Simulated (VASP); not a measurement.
Wanted: the native input for a VASP 6.6.1 run.

```yaml
Task: single point
Functional: LDA
Potentials_or_basis: VASP PAW LDA potentials, release 64 (Ba_sv, S)
Cutoff: 400 eV
k_mesh: 11 × 11 × 11
Occupations: fermi-dirac, width 0.1 eV
Spin: no spin polarisation
Dipole_correction: no
k_mesh_for_the_DOS: 17 × 17 × 17
Occupations_for_the_DOS: tetrahedron
Further_INCAR_settings: ALGO = Normal; EDIFF = 1e-06; NBANDS = 15
```

The system is BaS (rocksalt type).

```xyz
2
Lattice="0.0000 2.3662 2.3662 2.3662 0.0000 2.3662 2.3662 2.3662 0.0000" Properties=species:S:1:pos:R:3 pbc="T T T"
Ba    0.0000    0.0000    0.0000
S     2.3662    2.3662    2.3662
```

These files were run (other wordings do the same):

POSCAR

```
BaS
1.0
    0.0000000000      2.3661799004      2.3661799004
    2.3661799004      0.0000000000      2.3661799004
    2.3661799004      2.3661799004      0.0000000000
Ba S
1 1
Direct
    0.0000000000      0.0000000000      0.0000000000
    0.5000000000      0.5000000000      0.5000000000
```

INCAR.step1

```
  PREC = Accurate
  ENCUT = 400
  EDIFF = 1E-6
  ISMEAR = -1
  SIGMA = 0.1
  LREAL = False
  LASPH = True
  NELM = 120
  ALGO = Normal
  ISIF = 2
  LWAVE = False
  LCHARG = True
  NBANDS = 15
  GGA_COMPAT = False
  NEDOS = 2001
  LORBIT = 11
```

KPOINTS.step1

```
Automatic mesh
0
Gamma
  11 11 11
```

INCAR.step2

```
  PREC = Accurate
  ENCUT = 400
  EDIFF = 1E-6
  ISMEAR = -5
  SIGMA = 0.1
  LREAL = False
  LASPH = True
  NELM = 120
  ALGO = Normal
  ISIF = 2
  LWAVE = False
  LCHARG = False
  LORBIT = 10
  NBANDS = 15
  NEDOS = 2001
  ICHARG = 11
  GGA_COMPAT = False
```

KPOINTS.step2

```
Automatic mesh
0
Gamma
  17 17 17
```

Potentials or basis: VASP PAW LDA potentials, release 64 (Ba_sv, S).

Launch:

```console
$ cat potpaw_LDA.64/Ba_sv/POTCAR potpaw_LDA.64/S/POTCAR > POTCAR
$ cp INCAR.step1 INCAR
$ cp KPOINTS.step1 KPOINTS
$ mpirun -np 1 vasp_std > vasp.out
$ cp INCAR.step2 INCAR
$ cp KPOINTS.step2 KPOINTS
$ mpirun -np 1 vasp_std > vasp.out
```

It gave:

```json
{"Valence electrons inside the program's atomic spheres": "Ba 9.78; S 4.05"}
```

Run time: 22 s on 1 thread of Intel(R) Xeon(R) Platinum 8375C CPU @ 2.90GHz (Ice Lake), on a shared host, peak memory 0.16 GiB.
